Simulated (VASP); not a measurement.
InP, 2 atoms in the cell. It takes space group F-43m (No. 216, cubic). Conventional cell: a = 5.741 Å, b = 5.741 Å, c = 5.741 Å, α = 90.00°, β = 90.00°, γ = 90.00°. In (site symmetry -43m) has 4 P at 2.49 Å within 3.3 Å. Within 3.3 Å of P (site symmetry -43m) lie 4 In at 2.49 Å. 

```yaml
Program: VASP 6.6.1
Task: single point
Functional: r2SCAN
Potentials_or_basis: VASP PAW PBE potentials, release 64 (In_d, P)
Cutoff: 520 eV
k_mesh: 8 × 8 × 8
Occupations: fermi-dirac, width 0.05 eV
Spin: no spin polarisation
Dipole_correction: no
Further_INCAR_settings: ALGO = Normal; EDIFF = 1e-06; NBANDS = 16
```

Potentials or basis: VASP PAW PBE potentials, release 64 (In_d, P).

Run with:

```bash
$ cat potpaw_PBE.64/In_d/POTCAR potpaw_PBE.64/P/POTCAR > POTCAR
$ cp INCAR.step1 INCAR
$ mpirun -np 1 vasp_std > vasp.out
$ cp INCAR.step2 INCAR
$ mpirun -np 1 vasp_std > vasp.out
```

Hardware: 1 thread of Intel Xeon 8259CL, with other jobs on the host.

Question: Estimate the wall time of this run.

Answer: Wall time 98 s on 1 thread of Intel Xeon 8259CL, on a shared host, peak memory 0.18 GiB. Counts: k points 29.
